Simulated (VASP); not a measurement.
# SiC2 (Pm) in VASP: notebook

SiC2 is run at these levels: PBE; tasks: relaxation of cell and atoms, single point.

Everything below comes from runs of VASP 6.6.1. Logs are shortened: lines on timing, memory, paths and dates and some standing lists are left out, and cuts for length are marked.

**1. The cell of the first run**

The structure is monoclinic, space group Pm (No. 6). Conventional cell: a = 2.457 Å, b = 4.226 Å, c = 9.521 Å, α = 90.00°, β = 93.77°, γ = 90.00°. Within 3.2 Å of Si (site symmetry m) lie 4 Si at 2.46 to 2.50 Å. Within 3.2 Å of Si (site symmetry m) lie 4 Si at 2.46 to 2.50 Å. C (site symmetry 1) has 3 C at 1.36 to 1.44 Å within 1.8 Å. Within 1.8 Å of C (site symmetry 1) lie 3 C at 1.36 to 1.44 Å.

**2. Relaxation of cell and atoms, PBE**

INCAR

```
SYSTEM = SiC2
PREC = Accurate
ENCUT = 600
EDIFF = 1E-6
ISMEAR = 0
SIGMA = 0.1
LREAL = .False.
LASPH = .True.
NELM = 100
ALGO = Normal
ISIF = 3
LWAVE = .False.
LCHARG = .False.
GGA = PE
IBRION = 2
NSW = 90
EDIFFG = -0.04
```

KPOINTS

```
Automatic mesh
0
Gamma
  8 4 2
  0 0 0
```

POSCAR

```
SiC2
1.0
    2.4567570812      0.0000000000      0.0000000000
    0.0000000000      4.2256248723      0.0000000000
   -0.6255264881      0.0000000000      9.5007599878
Si C
2 4
Direct
    0.7511875440      0.0000000000      0.9310161803
    0.7890851928      0.5000000000      0.0709242620
    0.4899452530      0.1612973658      0.4995804108
    0.9899134129      0.6613116238      0.4994488708
    0.9899134129      0.3386883762      0.4994488708
    0.4899452530      0.8387026342      0.4995804108
```

Potentials or basis: VASP PAW PBE potentials, release 64 (Si, C).

Launch:

```sh
$ cat potpaw_PBE.64/Si/POTCAR potpaw_PBE.64/C/POTCAR > POTCAR
$ mpirun -np 1 vasp_std > vasp.out
```

OUTCAR:

```text
SYSTEM = SiC2
   PREC = Accurate
   ENCUT = 600
   EDIFF = 1E-6
   ISMEAR = 0
   LREAL = .False.
   LASPH = .True.
   NELM = 100
   ISIF = 3
   GGA = PE
   IBRION = 2
   NSW = 90
   EDIFFG = -0.04

 ion  position               nearest neighbor table
   1  0.751  0.000  0.931-   2 2.50   2 2.50
   2  0.789  0.500  0.071-   1 2.50   1 2.50
   3  0.490  0.161  0.500-   6 1.36   5 1.44   5 1.44
   4  0.990  0.661  0.499-   5 1.36   6 1.44   6 1.44
   5  0.990  0.339  0.499-   4 1.36   3 1.44   3 1.44
   6  0.490  0.839  0.500-   3 1.36   4 1.44   4 1.44

  LATTYP: Found a simple monoclinic cell.
 ALAT       =     2.4567570812
 B/A-ratio  =     1.7200010960
 C/A-ratio  =     3.8755683287
 COS(beta)  =    -0.0656973860

  Lattice vectors:

 A1 = (   2.4567570812,   0.0000000000,   0.0000000000)
 A2 = (   0.0000000000,   4.2256248723,   0.0000000000)
 A3 = (  -0.6255264881,   0.0000000000,   9.5007599878)

Analysis of symmetry for initial positions (statically):
=====================================================================
 Subroutine PRICEL returns:
 Original cell was already a primitive cell.

 Routine SETGRP: Setting up the symmetry group for a
 simple monoclinic supercell.

 Subroutine GETGRP returns: Found  2 space group operations
 (whereof  2 operations were pure point group operations)
 out of a pool of  4 trial point group operations.

The static configuration has the point symmetry C_1h.

Analysis of symmetry for dynamics (positions and initial velocities):
=====================================================================
 Subroutine PRICEL returns:
 Original cell was already a primitive cell.

 Routine SETGRP: Setting up the symmetry group for a
 simple monoclinic supercell.

 Subroutine GETGRP returns: Found  2 space group operations
 (whereof  2 operations were pure point group operations)
 out of a pool of  4 trial point group operations.

The dynamic configuration has the point symmetry C_1h.

 Subroutine INISYM returns: Found  2 space group operations
 (whereof  2 operations are pure point group operations),
 and found     1 'primitive' translations

----------------------------------------------------------------------------------------

                                     Primitive cell

  volume of cell :      98.6306

[... 104 lines left out ...]
   POTIM  = 0.5000    time-step for ionic-motion
   TEBEG  =    0.0;   TEEND  =   0.0 temperature during run
   PSTRESS=    0.0 pullay stress
   NELECT =      24.0000    total number of electrons
   NUPDOWN=      -1.0000    fix difference up-down
   EMIN   =  10.00;   EMAX   =-10.00  energy-range for DOS
   EFERMI =   0.00;   METHOD = LEGACY
   ISMEAR =     0;   SIGMA  =   0.10  broadening in eV -4-tet -1-fermi 0-gaus
   EFERMI_NEDOS =   21; number of points for ismear=-14 and -15
   IALGO  =     38    algorithm
   IMIX   =      4    mixing-type and parameters
     AMIX     =   0.40;   BMIX     =  1.00
     AMIX_MAG =   1.60;   BMIX_MAG =  1.00
  volume/ion in A,a.u.               =      16.44       110.93
  Fermi-wavevector in a.u.,A,eV,Ry     =   1.022056  1.931406 14.212628  1.044599
  Thomas-Fermi vector in A             =   2.155715
   LORBIT       =      0    0 simple, 1 ext, 2 COOP (PROOUT), +10 PAW based schemes
   GGA     = PE    functional components
   LHFCALC =     F    Hartree Fock is set to
   AEXX    =    0.0000 exact exchange contribution
   IVDW    =     0    specifies the selected vdW correction
   LEPSILON=     F    determine dielectric tensor
   LRPA    =     F    only Hartree local field effects (RPA)
 conjugate gradient relaxation of ions
 non-spin polarized calculation
 Gauss-broadening in eV      SIGMA  =   0.10
  energy-cutoff  :      600.00
  volume of cell :       98.63
 maximum number of plane-waves:      3316
 NGX is ok and might be reduce to    20
   NGX =  9   NGY = 17   NGZ = 37

--------------------------------------- Ionic step        1  -------------------------------------------

 number of electron      24.0000000 magnetization

 Free energy of the ion-electron system (eV)
  ---------------------------------------------------
  ext. energy  EPLUGINS =         0.00000000
  ---------------------------------------------------
  free energy    TOTEN  =       -46.10346820 eV

  energy without entropy =      -46.09780800  energy(sigma->0) =      -46.10063810

------------------------ aborting loop because EDIFF is reached ----------------------------------------

  FORCE on cell =-STRESS in cart. coord.  units (eV):
  Direction    XX          YY          ZZ          XY          YZ          ZX
  --------------------------------------------------------------------------------------
  -------------------------------------------------------------------------------------
  Total       -1.5705537      2.7408005     -0.3091053      0.0000000      0.0000000     -0.0240025
  in kB      -25.5124323     44.5221879     -5.0211772      0.0000000      0.0000000     -0.3899029
  external PRESSURE =       4.6628595 kB  Pullay stress =       0.0000000 kB
[... 267 lines left out ...]
--------------------------------------- Ionic step        8  -------------------------------------------

 number of electron      23.9999998 magnetization

 Free energy of the ion-electron system (eV)
  ---------------------------------------------------
  ext. energy  EPLUGINS =         0.00000000
  ---------------------------------------------------
  free energy    TOTEN  =       -46.25112151 eV

  energy without entropy =      -46.24550967  energy(sigma->0) =      -46.24831559

 E-fermi :   2.7980     XC(G=0):  -8.3659

 val. band max:        2.7574279765   @ k =   0.2500   0.2500   0.5000
 cond. band min:       3.1706221116   @ k =   0.2500   0.0000   0.5000
 fundamental gap:      0.4131941352
 Fermi energy:         2.7980434208

 k-point     1 :       0.0000    0.0000    0.0000
  band No.  band energies     occupation
      1     -16.4430      2.00000
      2     -11.0990      2.00000
      3     -10.1295      2.00000
      4      -8.4632      2.00000
      5      -4.5928      2.00000
      6      -3.5389      2.00000
[... 433 lines left out ...]
      3      -9.2697      2.00000
      4      -6.7026      2.00000
      5      -5.4262      2.00000
      6      -4.7139      2.00000
[... 8 lines left out ...]
     15       4.7935      0.00000
     16       7.8383      0.00000

 [... further k-points ...]

------------------------ aborting loop because EDIFF is reached ----------------------------------------

  FORCE on cell =-STRESS in cart. coord.  units (eV):
  Direction    XX          YY          ZZ          XY          YZ          ZX
  --------------------------------------------------------------------------------------
  -------------------------------------------------------------------------------------
  Total        0.1789676     -0.1131306      0.0275989      0.0000000      0.0000000     -0.0216190
  in kB        2.9144857     -1.8423309      0.4494473      0.0000000      0.0000000     -0.3520652
  external PRESSURE =       0.5072007 kB  Pullay stress =       0.0000000 kB
[... 21 lines left out ...]
  FREE ENERGIE OF THE ION-ELECTRON SYSTEM (eV)
  ---------------------------------------------------
  free  energy   TOTEN  =       -46.2511215075 eV

  energy  without entropy=      -46.2455096733  energy(sigma->0) =      -46.24831559

 reached required accuracy - stopping structural energy minimisation
```

OSZICAR:

```text
N       E                     dE             d eps       ncg     rms          rms(c)
DAV:   1     0.114901227824E+03    0.11490E+03   -0.11654E+04   960   0.142E+03
DAV:   2    -0.388368412373E+02   -0.15374E+03   -0.15078E+03  1336   0.242E+02
[... 63 lines left out ...]
   7 F= -.46250455E+02 E0= -.46247655E+02  d E =-.396188E-02
       N       E                     dE             d eps       ncg     rms          rms(c)
DAV:   1    -0.462518012782E+02   -0.13465E-02   -0.44583E-02  1024   0.164E+00    0.131E-01
DAV:   2    -0.462513265450E+02    0.47473E-03   -0.17454E-03  1168   0.298E-01    0.722E-02
DAV:   3    -0.462511183726E+02    0.20817E-03   -0.57900E-04  1112   0.166E-01    0.138E-02
DAV:   4    -0.462511213251E+02   -0.29525E-05   -0.47285E-05  1184   0.459E-02    0.996E-03
DAV:   5    -0.462511215075E+02   -0.18238E-06   -0.13692E-06   856   0.857E-03
   8 F= -.46251122E+02 E0= -.46248316E+02  d E =-.666202E-03
```

It took 1.9 min on 1 thread of Intel Xeon 6975P-C (Granite Rapids), shared host; peak memory 0.25 GiB.

What came out:

```
Free energy                           : -46.2511 eV
Relaxed volume                        : 16.40 Å³/atom
Relaxed cell                          : a = 2.452 Å, b = 4.241 Å, c = 9.481 Å, α = 90.00°, β = 93.83°, γ = 90.00°
Space group after relaxing (to 0.1 Å) : Pm (No. 6)
Energy gained by relaxing             : 24.6 meV/atom
Ionic steps                           : 8
Pressure after relaxing               : 0.1 GPa
Largest force after relaxing          : 0.018 eV/Å
Band gap on the k mesh                : zero (bands 12 and 13 overlap by 1.19 eV)
```

Forces on the atoms (eV/Å):
```
Si   0.002  0.000 -0.018
Si  -0.002  0.000  0.017
C   -0.002 -0.009  0.001
C    0.002 -0.010  0.000
C    0.002  0.010  0.000
C   -0.002  0.009  0.001
```

Stress tensor (GPa, compression positive):
```
 0.29  0.00 -0.04
 0.00 -0.18  0.00
-0.04  0.00  0.04
```

Step by step:
```
step  energy change (eV)  largest force (eV/Å)  pressure (GPa)  volume (Å³)
   1              0.0000                3.0824            0.47        98.63
   2              2.7092                8.2785            7.75        99.28
   3             -0.1414                0.3038           -0.18        98.73
   4             -0.1430                0.2387           -0.17        98.72
   5             -0.1430                0.2389           -0.16        98.72
   6             -0.1467                0.0991           -0.04        98.53
   7             -0.1470                0.0444            0.01        98.45
   8             -0.1477                0.0177            0.05        98.38
```

Final structure:
```cif
data_structure
_symmetry_space_group_name_H-M 'P 1'
_symmetry_Int_Tables_number 1
_cell_length_a 2.4524
_cell_length_b 4.2406
_cell_length_c 9.4814
_cell_angle_alpha 90.000
_cell_angle_beta 93.831
_cell_angle_gamma 90.000
_cell_volume 98.38
loop_
_atom_site_label
_atom_site_type_symbol
_atom_site_fract_x
_atom_site_fract_y
_atom_site_fract_z
_atom_site_occupancy
Si1 Si 0.75189 0.00000 0.93315 1
Si2 Si 0.78835 0.50000 0.06878 1
C1 C 0.48996 0.16671 0.49957 1
C2 C 0.98992 0.66672 0.49946 1
C3 C 0.98992 0.33328 0.49946 1
C4 C 0.48996 0.83329 0.49957 1
```

Caveat: the k points lie up to 0.37 Å⁻¹ apart in the final cell, too coarse for converged energies and pressures of a metal.

**3. Single point, PBE, collinear spin**

INCAR

```
SYSTEM = SiC2
PREC = Accurate
ENCUT = 520
EDIFF = 1E-6
ISMEAR = 0
SIGMA = 0.1
LREAL = .False.
LASPH = .True.
NELM = 150
ALGO = Normal
ISIF = 2
LWAVE = .False.
LCHARG = .False.
ISPIN = 2
MAGMOM = 0 0 1 1 1 1
LORBIT = 11
GGA = PE
NBANDS = 25
```

KPOINTS is that of step 2.

POSCAR is that of step 2.

Potentials or basis: VASP PAW PBE potentials, release 64 (Si, C).

Launch:

```sh
$ cat potpaw_PBE.64/Si/POTCAR potpaw_PBE.64/C/POTCAR > POTCAR
$ mpirun -np 1 vasp_std > vasp.out
```

OUTCAR:

```text
SYSTEM = SiC2
   PREC = Accurate
   ENCUT = 520
   EDIFF = 1E-6
   ISMEAR = 0
   LREAL = .False.
   LASPH = .True.
   NELM = 150
   ISIF = 2
   ISPIN = 2
   LORBIT = 11
   GGA = PE

 ion  position               nearest neighbor table
   1  0.751  0.000  0.931-   2 2.50   2 2.50
   2  0.789  0.500  0.071-   1 2.50   1 2.50
   3  0.490  0.161  0.500-   6 1.36   5 1.44   5 1.44
   4  0.990  0.661  0.499-   5 1.36   6 1.44   6 1.44
   5  0.990  0.339  0.499-   4 1.36   3 1.44   3 1.44
   6  0.490  0.839  0.500-   3 1.36   4 1.44   4 1.44

  LATTYP: Found a simple monoclinic cell.
 ALAT       =     2.4567570812
 B/A-ratio  =     1.7200010960
 C/A-ratio  =     3.8755683287
[... 1538 lines left out ...]
      1.26311      0.00000      8.84536         0.003613     -0.000000      0.243214
      1.89423      2.11281      0.67383        -0.004472     -0.000000     -0.243508
      0.89118      0.68158      4.74639         0.000027      3.080320     -0.003076
      2.11956      2.79445      4.74514         0.000402      3.076572      0.003223
      2.11956      1.43117      4.74514         0.000402     -3.076572      0.003223
      0.89118      3.54404      4.74639         0.000027     -3.080320     -0.003076
 -----------------------------------------------------------------------------------
    total drift:                                0.000798      0.000000     -0.000006

  FREE ENERGIE OF THE ION-ELECTRON SYSTEM (eV)
  ---------------------------------------------------
  free  energy   TOTEN  =       -46.0937584457 eV

  energy  without entropy=      -46.0880991629  energy(sigma->0) =      -46.09092880

 total charge

# of ion       s       p       d       tot
------------------------------------------
    1        0.815   0.775   0.000   1.589
    2        0.815   0.775   0.000   1.589
    3        0.870   1.811   0.000   2.681
    4        0.870   1.811   0.000   2.681
    5        0.870   1.811   0.000   2.681
    6        0.870   1.811   0.000   2.681
--------------------------------------------------
tot          5.109   8.792   0.000  13.901

 magnetization (x)

# of ion       s       p       d       tot
------------------------------------------
    1       -0.000  -0.000   0.000  -0.000
    2       -0.000  -0.000   0.000  -0.000
    3        0.000  -0.000   0.000   0.000
    4        0.000  -0.000   0.000   0.000
    5        0.000  -0.000   0.000   0.000
    6        0.000  -0.000   0.000   0.000
--------------------------------------------------
tot          0.000  -0.000   0.000  -0.000
```

OSZICAR:

```text
N       E                     dE             d eps       ncg     rms          rms(c)
DAV:   1     0.760732738696E+02    0.76073E+02   -0.10113E+04  3000   0.811E+02
DAV:   2    -0.400541610741E+02   -0.11613E+03   -0.11072E+03  3828   0.169E+02
DAV:   3    -0.477932714065E+02   -0.77391E+01   -0.76647E+01  3935   0.404E+01
DAV:   4    -0.479005773777E+02   -0.10731E+00   -0.10718E+00  3842   0.572E+00
DAV:   5    -0.479030498491E+02   -0.24725E-02   -0.24720E-02  4134   0.803E-01    0.134E+01
DAV:   6    -0.418075597936E+02    0.60955E+01   -0.11639E+01  3471   0.129E+01    0.706E+00
DAV:   7    -0.448085687688E+02   -0.30010E+01   -0.48742E+00  3440   0.803E+00    0.336E+00
DAV:   8    -0.460642127842E+02   -0.12556E+01   -0.22746E+00  3645   0.495E+00    0.138E+00
DAV:   9    -0.460900329747E+02   -0.25820E-01   -0.13839E-01  3621   0.156E+00    0.675E-01
DAV:  10    -0.460922586239E+02   -0.22256E-02   -0.11058E-02  3598   0.541E-01    0.231E-01
DAV:  11    -0.460933355095E+02   -0.10769E-02   -0.17941E-03  3485   0.210E-01    0.847E-02
DAV:  12    -0.460935651609E+02   -0.22965E-03   -0.18181E-04  3585   0.810E-02    0.475E-02
DAV:  13    -0.460937020530E+02   -0.13689E-03   -0.64208E-05  3309   0.441E-02    0.223E-02
DAV:  14    -0.460937505943E+02   -0.48541E-04   -0.33731E-05  3435   0.269E-02    0.551E-03
DAV:  15    -0.460937560376E+02   -0.54433E-05   -0.36072E-06  3601   0.936E-03    0.292E-03
DAV:  16    -0.460937579680E+02   -0.19303E-05   -0.13525E-06  3091   0.568E-03    0.130E-03
DAV:  17    -0.460937584457E+02   -0.47774E-06   -0.38367E-07  2867   0.290E-03
   1 F= -.46093758E+02 E0= -.46090929E+02  d E =-.565928E-02  mag=    -0.0000
```

stdout:

```text
POSCAR found type information on POSCAR SiC
 POSCAR found :  2 types and       6 ions
 scaLAPACK will be used
 LDA part: xc-table for (Slater+PW92), standard interpolation
 POSCAR, INCAR and KPOINTS ok, starting setup
 FFT: planning ... GRIDC
 FFT: planning ... GRID_SOFT
 FFT: planning ... GRID
 WAVECAR not read
 entering main loop
```

Run time: 76 s. Hardware: 1 thread of Intel Xeon 6975P-C (Granite Rapids), shared host; peak memory 0.28 GiB.

What came out:

```yaml
Free_energy: -46.0938 eV
Pressure: 0.6 GPa
Largest_force: 3.080 eV/Å
Band_gap_on_the_k_mesh: zero (filled and empty bands overlap)
Net_moment: 0.00 μB per cell
Valence_electrons_inside_the_program's_atomic_spheres: Si 1.59; C 2.68
```

Forces in eV/Å, atoms in the order of the input:
```
Si   0.004  0.000  0.243
Si  -0.004  0.000 -0.244
C    0.000  3.080 -0.003
C    0.000  3.077  0.003
C    0.000 -3.077  0.003
C    0.000 -3.080 -0.003
```

Caveat: the k points lie up to 0.37 Å⁻¹ apart, too coarse for converged energies and pressures of a metal; forces of over 1 eV/Å act on the atoms, so gaps and moduli don't describe the material at rest.

(Continued in part 2 of 2.)

The gap in the log of VASP goes by the Fermi energy; the results here count the filled bands.